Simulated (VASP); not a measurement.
Input of a VASP 6.6.1 run:

INCAR

```
PREC     = Accurate       # precision mode
ENCUT    = 520            # plane-wave cutoff, eV
EDIFF    = 1E-6           # SCF threshold, eV
ISMEAR   = -1             # smearing method
SIGMA    = 0.05           # smearing width, eV
LREAL    = False          # projectors in reciprocal space
LASPH    = True           # aspherical terms in the spheres
NELM     = 100            # most SCF steps
ALGO     = Normal         # electronic algorithm
ISIF     = 2              # what is computed and relaxed
LWAVE    = False          # write WAVECAR
LCHARG   = False          # write CHGCAR
GGA      = PE             # functional
NBANDS   = 20             # bands
```

KPOINTS

```
regular mesh
0
Gamma
  10 10 3
```

File POSCAR:

```
WS2
1.0
    2.5917300000      0.0000000000      0.0000000000
    0.0000000000      2.5917300000      0.0000000000
    0.0000000000      0.0000000000      9.2341700000
W S
1 2
Direct
    0.5080070000      0.5071140000      0.5006410000
    0.5198210000      0.5159650000      0.7691720000
    0.4961890000      0.4890950000      0.2342650000
```

Potentials or basis: VASP PAW PBE potentials, release 64 (W_sv, S).

Run with:

```console
$ cat potpaw_PBE.64/W_sv/POTCAR potpaw_PBE.64/S/POTCAR > POTCAR
$ mpirun -np 1 vasp_std > vasp.out
```

(1) Predict the largest force.

(2) What does it give for the pressure?

(3) Estimate the band gap on the k mesh.

Results:

(1) 0.192 eV/Å.

(2) 0.0 GPa.

(3) zero (band 13 reaches 7.95 eV, above the bottom of band 14 at 4.15 eV).

Caveat: the cell differs from its parent crystal (atoms moved at random); spin-orbit coupling is left out, which moves the levels of the heavy elements.
